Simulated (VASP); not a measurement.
Wanted: the native input for a VASP 6.6.1 run.

```yaml
Task: single point
Functional: LDA
Potentials_or_basis: VASP PAW LDA potentials, release 64 (C)
Cutoff: 520 eV
k_mesh: 10 × 7 × 1
Occupations: fermi-dirac, width 0.02 eV
Spin: no spin polarisation
Dipole_correction: yes
Further_INCAR_settings: ALGO = Normal; EDIFF = 1e-06; NBANDS = 16
```

The structure of C lies in POSCAR:

```
C
1.0
    2.4973051744      0.0000000000      0.0000000000
    0.0000000000      3.5317228470      0.0000000000
    0.0000000000      0.0000000000     17.2487000000
C
4
Direct
    0.0000000000      0.3360805950      0.4825746385
    0.5000000000      0.1639194050      0.4825746385
    0.5000000000      0.8360806466      0.5174253615
    0.0000000000      0.6639193534      0.5174253615
```

The input as run:

INCAR

```
SYSTEM = C
PREC     = Accurate       ! precision mode
ENCUT    = 520            ! plane-wave cutoff, eV
EDIFF    = 1E-6           ! SCF threshold, eV
ISMEAR   = -1             ! smearing method
SIGMA    = 0.02           ! smearing width, eV
LREAL    = .FALSE.        ! projectors in reciprocal space
LASPH    = .TRUE.         ! aspherical terms in the spheres
NELM     = 60             ! most SCF steps
ALGO     = Normal         ! electronic algorithm
ISIF     = 2              ! what is computed and relaxed
LWAVE    = .FALSE.        ! write WAVECAR
LCHARG   = .TRUE.         ! write CHGCAR
LDIPOL   = .TRUE.       
IDIPOL   = 3            
DIPOL    = 0.5 0.5 0.500
LELF     = .TRUE.         ! ELF
LVHAR    = .TRUE.       
LVACPOTAV= .TRUE.       
NBANDS   = 16             ! bands
```

KPOINTS

```
regular mesh
0
G
  10 7 1
  0 0 0
```

Potentials or basis: VASP PAW LDA potentials, release 64 (C).

The run is started by

```bash
$ cat potpaw_LDA.64/C/POTCAR > POTCAR
$ mpirun -np 1 vasp_std > vasp.out
```

Results of the run:

```yaml
Largest_force: 0.034 eV/Å
Band_gap_on_the_k_mesh: zero (bands 8 and 9 overlap by 0.97 eV)
```

Wall time 47 s on 1 thread of Intel(R) Xeon(R) Platinum 8488C (Sapphire Rapids) (shared host), peak memory 0.21 GiB.
